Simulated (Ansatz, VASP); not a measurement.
**CdTe in VASP and in Ansatz**

Contents of INCAR:

```
SYSTEM = CdTe
PREC = Accurate
ENCUT = 520
EDIFF = 1E-7
ISMEAR = 0
SIGMA = 0.05
LREAL = .False.
LASPH = .True.
NELM = 80
ALGO = Normal
ISIF = 2
LWAVE = .False.
LCHARG = .True.
GGA = PE
LELF = .True.
LVHAR = .True.
NBANDS = 16
```

File KPOINTS:

```
regular mesh
0
Gamma
  10 10 10
  0 0 0
```

File POSCAR:

```
CdTe
1.0
    0.0000000000      3.3090893088      3.2429075226
    3.3090893088      0.0000000000      3.2429075226
    3.3090893088      3.3090893088      0.0000000000
Cd Te
1 1
Direct
    0.0000000000      0.0000000000      0.0000000000
    0.2500000000      0.2500000000      0.2500000000
```

Input for Ansatz:

```yaml
crystal:
  lattice:
    - [0.0, 3.3090893088, 3.2429075226]
    - [3.3090893088, 0.0, 3.2429075226]
    - [3.3090893088, 3.3090893088, 0.0]
  atoms:
    - { symbol: Cd, position: [0.0, 0.0, 0.0] }
    - { symbol: Te, position: [0.25, 0.25, 0.25] }
basis:
  ecutwfc: 420
  ecutrho_ratio: 4
kpoints:
  mp_grid: { grid: [10, 10, 10] }
hamiltonian:
  xc: pbe
scf:
  occupations: { method: gaussian, width: 0.05 }
output:
  forces: true
  stress: true
  eigenvalues: true
```

Change from the starting cell: strain e3 = -0.02, atoms carried along.

Alike in both runs: task single point; functional PBE; k mesh 10 × 10 × 10; occupations gaussian, width 0.05 eV; no spin polarisation.

```csv
,VASP,Ansatz
version,VASP 6.6.1,Ansatz 0.2.0
potentials or method,"VASP PAW PBE potentials, release 64 (Cd, Te), cutoff 520 eV","scalar-relativistic, plane waves, PAW"
valence electrons in the cell,18,36
```

```csv
,VASP,Ansatz,Ansatz less VASP
gap on the k mesh at the Fermi level (eV),0.60,0.60,+0.002
least direct gap on the mesh (eV),0.60,0.60,+0.002
pressure (GPa),0.9,0.7,-0.11
"traceless stress, the component that is largest in VASP (GPa)",0.20,0.21,+0.001
```

The functional is the same, so the differences come from potentials, cutoffs and numerics. VASP's potentials hold 18 valence electrons a cell and Ansatz's 36, so a difference there can come from the potentials and not from the codes.

Spin-orbit coupling is off throughout.
